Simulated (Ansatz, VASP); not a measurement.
## One calculation of Eu, two programs

```
CELL_PARAMETERS angstrom
-2.27550 2.27550 2.27550
2.27550 -2.27550 2.27550
2.27550 2.27550 -2.27550
ATOMIC_POSITIONS crystal
Eu 0.00000 0.00000 0.00000
```

Alike in both runs: task electric field gradients; functional PBEsol; k mesh 13 × 13 × 13; occupations fermi-dirac, width 0.05 eV; collinear spin.

```csv
,VASP,Ansatz
version,VASP 6.6.1,Ansatz 0.2.0
potentials or method,"VASP PAW PBE potentials, release 64 (Eu)","PAW with Ansatz's default frozen-core files, scalar-relativistic"
plane-wave cutoff (eV),520,420
valence electrons in the cell,17,17
```

```tsv
	VASP	Ansatz	Ansatz less VASP
pressure (GPa)	-2.6	-2.3	+0.29
net moment per atom (μB)	7.36	7.36	-0.001
size of the moment on the site where the two differ most (μB)	6.71	7.08	+0.379
```

VASP's potentials were made for PBE, not for PBEsol. Site moments also hang on the region over which each program counts them. With one functional, cell and mesh, what is left measures potentials, basis and numerics.

Neither program's run includes spin-orbit coupling.
